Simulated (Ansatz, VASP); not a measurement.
# MgCd3Se4: VASP beside Ansatz

The input INCAR:

```
SYSTEM = MgCd3Se4
ALGO = Normal
EDIFF = 1E-6
EDIFFG = -0.025
ENCUT = 600
GGA = PE
IBRION = 2
ISIF = 3
ISMEAR = 0
LASPH = .True.
LCHARG = .False.
LREAL = .False.
LWAVE = .False.
NELM = 100
NSW = 80
PREC = Accurate
SIGMA = 0.1
```

The input KPOINTS:

```
k-points
0
Gamma
  2 2 2
  0 0 0
```

The input POSCAR:

```
MgCd3Se4
1.0
    6.2819899038     -0.1093039054     -0.0189910325
   -0.1093039054      6.1825432567     -0.1118266845
   -0.0189910325     -0.1118266845      6.2465932473
Mg Cd Se
1 3 4
Direct
    0.0111064167      0.0316786417     -0.0097268451
   -0.0333732401      0.5028782063      0.5188710741
    0.5639293998     -0.0119506075      0.5122012617
    0.4953151011      0.4985282793      0.0173941039
    0.7044798093      0.7541275190      0.2599143636
    0.7624764293      0.2822824967      0.7312887851
    0.2570756983      0.7512365908      0.7284417003
    0.2389903856      0.1912188737      0.2416155563
```

Input for Ansatz:

```yaml
crystal:
  lattice:
    - [6.2819899038, -0.1093039054, -0.0189910325]
    - [-0.1093039054, 6.1825432567, -0.1118266845]
    - [-0.0189910325, -0.1118266845, 6.2465932473]
  atoms:
    - { symbol: Mg, position: [0.0111064167, 0.0316786417, -0.0097268451] }
    - { symbol: Cd, position: [-0.0333732401, 0.5028782063, 0.5188710741] }
    - { symbol: Cd, position: [0.5639293998, -0.0119506075, 0.5122012617] }
    - { symbol: Cd, position: [0.4953151011, 0.4985282793, 0.0173941039] }
    - { symbol: Se, position: [0.7044798093, 0.754127519, 0.2599143636] }
    - { symbol: Se, position: [0.7624764293, 0.2822824967, 0.7312887851] }
    - { symbol: Se, position: [0.2570756983, 0.7512365908, 0.7284417003] }
    - { symbol: Se, position: [0.2389903856, 0.1912188737, 0.2416155563] }
basis:
  ecutwfc: 420
kpoints:
  mp_grid: { grid: [2, 2, 2] }
hamiltonian:
  xc: pbe
scf:
  occupations: { method: gaussian, width: 0.1 }
  lower_state_search: "off"
output:
  forces: true
  stress: true
  eigenvalues: true
relax:
  adjacent_minimum: "off"
  f_tol: 0.025
  max_steps: 60
  cell: { stress_tol: 0.25 }
```

Change from the starting cell: cell x1, atoms moved at random (sigma 0.15 Å) and cell strained at random (1.5 %), then relaxed without symmetry.

Alike in both runs: task relaxation of cell and atoms; functional PBE; k mesh 2 × 2 × 2; occupations gaussian, width 0.1 eV; no spin polarisation.

|  | VASP | Ansatz |
| --- | --- | --- |
| version | VASP 6.6.1 | Ansatz 0.2.0 |
| potentials or method | VASP PAW PBE potentials, release 64 (Mg, Cd, Se), cutoff 600 eV | scalar-relativistic, plane waves, PAW |
| valence electrons in the cell | 62 | 134 |

```csv
,VASP,Ansatz,Ansatz less VASP
"gap on the k mesh at the Fermi level, each at its own relaxed structure (eV)",0.96,0.96,+0.002
relaxed volume (Å³/atom),29.15,29.08,-0.065
relaxed cell length with the largest relative difference (Å),6.153,6.142,-0.0115
```

VASP's potentials hold 62 valence electrons a cell and Ansatz's 134, so a difference there can come from the potentials and not from the codes.

The k mesh is coarse, so the values compare programs but aren't converged.
